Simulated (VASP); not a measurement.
Runs of VASP 6.6.1 on SrB. The structure is that of space group Fm-3m (No. 225), or close to it. The cells are those of the table. 

```tsv
cell	gap on the mesh (eV)	pressure (GPa)
a = 4.231 Å, angles 60.0°, 2 atoms	none	0.1
a = 4.287 Å, angles 60.0°, 2 atoms	none	-1.3
a = 4.174 Å, angles 60.0°, 2 atoms	none	(a)
a = 4.203 Å, angles 60.0°, 2 atoms	none	(b)
a = 4.260 Å, angles 60.0°, 2 atoms	none	-0.7
```

Alike in all rows: task single point; level r2SCAN; potentials or basis VASP PAW PBE potentials, release 64 (Sr_sv, B); no spin polarisation; k mesh 10 × 10 × 10; cutoff (eV) 520; smearing gaussian 0.05 eV.

Problem. Fill in the values left out.

Solution. (a) 1.7; (b) 0.8.

Caveats: the PAW data sets were made with another functional, which shifts forces and pressure a little.

A k mesh can miss the band edges, and the runs leave out spin-orbit coupling on Sr.

A gap of «none» marks levels without a gap at the run's occupations.
